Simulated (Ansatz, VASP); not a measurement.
# One calculation of Si, two programs

File INCAR:

```
SYSTEM = Si
  PREC = Accurate
  ENCUT = 520
  EDIFF = 1E-7
  ISMEAR = 0
  SIGMA = 0.05
  LREAL = .False.
  LASPH = .True.
  NELM = 80
  ALGO = Normal
  ISIF = 2
  LWAVE = .False.
  LCHARG = .False.
  GGA = CA
  NBANDS = 16
```

File KPOINTS:

```
Automatic mesh
0
Gamma
  10 10 6
  0 0 0
```

Contents of POSCAR:

```
Si
1.0
    0.0000000000     -2.7007989451     -2.7007989451
    0.0000000000      2.7007989451     -2.7007989451
    5.7797097425      0.0000000000      0.0000000000
Si
4
Direct
    0.5000000000      0.5000000000     -0.0061093033
    0.0000000000      0.0000000000      0.5061093033
    0.0000000000      0.5000000000      0.2500000000
    0.5000000000      0.0000000000      0.7500000000
```

Input for Ansatz:

```yaml
crystal:
  lattice:
    - [0.0, -2.7007989451, -2.7007989451]
    - [0.0, 2.7007989451, -2.7007989451]
    - [5.7797097425, 0.0, 0.0]
  atoms:
    - { symbol: Si, position: [0.5, 0.5, -0.0061093033] }
    - { symbol: Si, position: [0.0, 0.0, 0.5061093033] }
    - { symbol: Si, position: [0.0, 0.5, 0.25] }
    - { symbol: Si, position: [0.5, 0.0, 0.75] }
basis:
  ecutwfc: 420
kpoints:
  mp_grid: { grid: [10, 10, 6] }
hamiltonian:
  xc: lda
  pseudopotentials: { kind: paw, azcp: { folder: soft_1 } }
scf:
  occupations: { method: gaussian, width: 0.05 }
output:
  forces: true
  stress: true
  eigenvalues: true
  write_density: true
  write_potential: true
  elf: true
  volumetric_format: npy
```

Change from the starting cell: mode 6 frozen in at -0.033 Å, normal strain along x +0.0700.

Alike in both runs: task single point; functional LDA; k mesh 10 × 10 × 6; occupations gaussian, width 0.05 eV; no spin polarisation.

|  | VASP | Ansatz |
| --- | --- | --- |
| version | VASP 6.6.1 | Ansatz 0.2.0 |
| potentials or method | VASP PAW LDA potentials, release 64 (Si), cutoff 520 eV | scalar-relativistic, plane waves, PAW |
| valence electrons in the cell | 16 | 16 |

|  | VASP | Ansatz | Ansatz less VASP |
| --- | --- | --- | --- |
| gap on the k mesh at the Fermi level (eV) | 0.19 | 0.19 | +0.002 |
| least direct gap on the mesh (eV) | 0.87 | 0.87 | +0.002 |
| pressure (GPa) | -5.6 | -5.7 | -0.04 |
| traceless stress, the component that is largest in VASP (GPa) | -4.81 | -4.81 | +0.001 |
| rms of the force components (eV/Å) | 0.219 | 0.218 | -0.0001 |

Ansatz warns that its potentials were made for another functional, while VASP's fit it. LDA's correlation is that of Perdew and Zunger in VASP and of Perdew and Wang (1992) in Ansatz. Atom by atom the forces differ by 0.000 eV/Å (rms over components).
